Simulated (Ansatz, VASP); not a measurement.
Sc3AlP: VASP beside Ansatz

```xyz
5
Lattice="5.0031 0.0000 0.0000 0.0000 5.0031 0.0000 0.0000 0.0000 5.0031" Properties=species:S:1:pos:R:3 pbc="T T T"
Sc    0.0000    2.5015    0.0000
Sc    2.5015    0.0000    0.0000
Sc    0.0000    0.0000    2.5015
Al    0.0000    0.0000    0.0000
P     2.5015    2.5015    2.5015
```

Alike in both runs: task relaxation of cell and atoms; functional PBE; k mesh 8 × 8 × 8; occupations gaussian, width 0.1 eV; no spin polarisation.

|  | VASP | Ansatz |
| --- | --- | --- |
| version | VASP 6.6.1 | Ansatz 0.2.0 |
| potentials or method | VASP PAW PBE potentials, release 64 (Sc_sv, Al, P), cutoff 600 eV | scalar-relativistic, plane waves, PAW |
| valence electrons in the cell | 41 | 41 |

Ansatz gave:

| Property | Result |
| --- | --- |
| gap on the k mesh at the Fermi level, each at its own relaxed structure (eV) | none |
| relaxed volume (Å³/atom) | 25.11 |
| relaxed length of the cell vector where the two differ most in proportion (Å) | 5.007 |

**Question.** Which values does VASP return?

**Answer.** gap on the k mesh at the Fermi level, each at its own relaxed structure (eV): none; relaxed volume (Å³/atom): 25.17; relaxed length of the cell vector where the two differ most in proportion (Å): 5.011.

A gap of «none» marks a metal or a gap that the smearing closes.
